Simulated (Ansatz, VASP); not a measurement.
## Two plane-wave programs on GaSb

Contents of INCAR:

```
SYSTEM = GaSb
PREC = Accurate
ENCUT = 500
EDIFF = 1E-6
ISMEAR = 1
SIGMA = 0.005
LREAL = .False.
LASPH = .True.
NELM = 120
ALGO = Normal
ISIF = 2
LWAVE = .False.
LCHARG = .False.
GGA = RP
NBANDS = 16
GGA_COMPAT = .False.
```

The input KPOINTS:

```
regular mesh
0
Gamma
  6 6 6
  0 0 0
```

The input POSCAR:

```
GaSb
1.0
    0.0000000000      3.0590005565      3.0590005565
    3.0590005565      0.0000000000      3.0590005565
    3.0590005565      3.0590005565      0.0000000000
Ga Sb
1 1
Direct
    0.0000000000      0.0000000000      0.0000000000
    0.7500000000      0.7500000000      0.7500000000
```

Input for Ansatz:

```yaml
crystal:
  lattice:
    - [0.0, 3.0590005565, 3.0590005565]
    - [3.0590005565, 0.0, 3.0590005565]
    - [3.0590005565, 3.0590005565, 0.0]
  atoms:
    - { symbol: Ga, position: [0.0, 0.0, 0.0] }
    - { symbol: Sb, position: [0.75, 0.75, 0.75] }
basis:
  ecutwfc: 420
  ecutrho_ratio: 4
kpoints:
  mp_grid: { grid: [6, 6, 6] }
hamiltonian:
  xc: rpbe
scf:
  occupations: { method: methfessel_paxton, width: 0.005 }
output:
  forces: true
  stress: true
  write_density: true
  write_potential: true
  elf: true
  volumetric_format: npy
```

Alike in both runs: task single point; functional RPBE; k mesh 6 × 6 × 6; occupations methfessel-paxton of order 1, width 0.005 eV; no spin polarisation.

|  | VASP | Ansatz |
| --- | --- | --- |
| version | VASP 6.6.1 | Ansatz 0.2.0 |
| potentials or method | VASP PAW PBE potentials, release 64 (Ga_d, Sb), cutoff 500 eV | scalar-relativistic, plane waves, PAW |
| valence electrons in the cell | 18 | 28 |

```csv
,VASP,Ansatz,Ansatz less VASP
gap on the k mesh at the Fermi level (eV),0.13,0.13,+0.001
pressure (GPa),3.9,3.9,-0.06
```

VASP's potentials were made for PBE, not for RPBE. The functional is the same, so the differences come from potentials, cutoffs and numerics. VASP's potentials hold 18 valence electrons a cell and Ansatz's 28, so a difference there can come from the potentials and not from the codes.

Neither program's run includes spin-orbit coupling.
